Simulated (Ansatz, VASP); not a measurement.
## One calculation of InSe, two programs

```
Se In
1.0
     4.02661    0.00000    0.00000
    -2.01331    3.48715    0.00000
     0.00000    0.00000   28.27071
Se In
4 4
Direct
  0.00000 0.00000 0.15918
  0.00000 0.00000 0.34967
  0.66667 0.33333 0.46675
  0.66667 0.33333 0.65724
  0.66667 0.33333 0.20500
  0.66667 0.33333 0.30385
  0.00000 0.00000 0.51257
  0.00000 0.00000 0.61142
```

Alike in both runs: task single point; functional PBE; dispersion D3(BJ); k mesh 9 × 9 × 1; occupations gaussian, width 0.05 eV; no spin polarisation.

|  | VASP | Ansatz |
| --- | --- | --- |
| version | VASP 6.6.1 | Ansatz 0.2.0 |
| potentials or method | VASP PAW PBE potentials, release 64 (Se, In_d), cutoff 520 eV | scalar-relativistic, plane waves, PAW |
| valence electrons in the cell | 76 | 116 |

|  | VASP | Ansatz | Ansatz less VASP |
| --- | --- | --- | --- |
| gap on the k mesh at the Fermi level (eV) | 1.17 | 1.18 | +0.010 |
| least direct gap on the mesh (eV) | 1.21 | 1.22 | +0.009 |
| rms of the force components (eV/Å) | 0.018 | 0.017 | -0.0017 |

VASP's potentials hold 76 valence electrons a cell and Ansatz's 116, so a difference there can come from the potentials and not from the codes.
